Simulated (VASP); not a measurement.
Wanted: the native input for a VASP 6.6.1 run.

```
Task                   : single point
Functional             : PBE
Potentials or basis    : VASP PAW PBE potentials, release 64 (Be, Cd, Se)
Cutoff                 : 600 eV
k mesh                 : 3 × 3 × 2
Occupations            : gaussian, width 0.15 eV
Spin                   : no spin polarisation
Dipole correction      : no
Further INCAR settings : ALGO = Normal; EDIFF = 1e-06; NBANDS = 31
```

The structure of Be3CdSe4 lies in POSCAR:

```
Be3CdSe4
1.0
    5.9924032649      0.0000000000      0.0000000000
   -2.9962016324      5.1895734571      0.0000000000
    0.0000000000      0.0000000000      7.2101763091
Be Cd Se
3 1 4
Direct
    0.5510915511      0.4489084489      0.0000000000
    0.5510915511      0.1021831021      0.0000000000
    0.8978168979      0.4489084489      0.0000000000
    0.3333333333      0.6666666667      0.0000000000
    0.0000000000      0.0000000000      0.6644210731
    0.0000000000      0.0000000000      0.3355789269
    0.0000000000      0.0000000000      0.0000000000
    0.3333333333      0.6666666667      0.5000000000
```

These files were run (other wordings do the same):

INCAR

```
SYSTEM = Be3CdSe4
PREC = Accurate
ENCUT = 600
EDIFF = 1E-6
ISMEAR = 0
SIGMA = 0.15
LREAL = .False.
LASPH = .True.
NELM = 120
ALGO = Normal
ISIF = 2
LWAVE = .False.
LCHARG = .False.
GGA = PE
NBANDS = 31
GGA_COMPAT = .False.
```

KPOINTS

```
regular mesh
0
Gamma
  3 3 2
  0 0 0
```

Potentials or basis: VASP PAW PBE potentials, release 64 (Be, Cd, Se).

Launch:

```console
$ cat potpaw_PBE.64/Be/POTCAR potpaw_PBE.64/Cd/POTCAR potpaw_PBE.64/Se/POTCAR > POTCAR
$ mpirun -np 1 vasp_std > vasp.out
```

It gave:

```yaml
Pressure: 0.3 GPa
Largest_force: 0.064 eV/Å
Band_gap_on_the_k_mesh: zero (band 21 reaches 0.98 eV, above the bottom of band 22 at -0.07 eV)
```

Caveat: the k points lie up to 0.44 Å⁻¹ apart.

Wall time 38 s on 1 thread of Intel(R) Xeon(R) 6975P-C (Granite Rapids), on a shared host, peak memory 0.38 GiB.
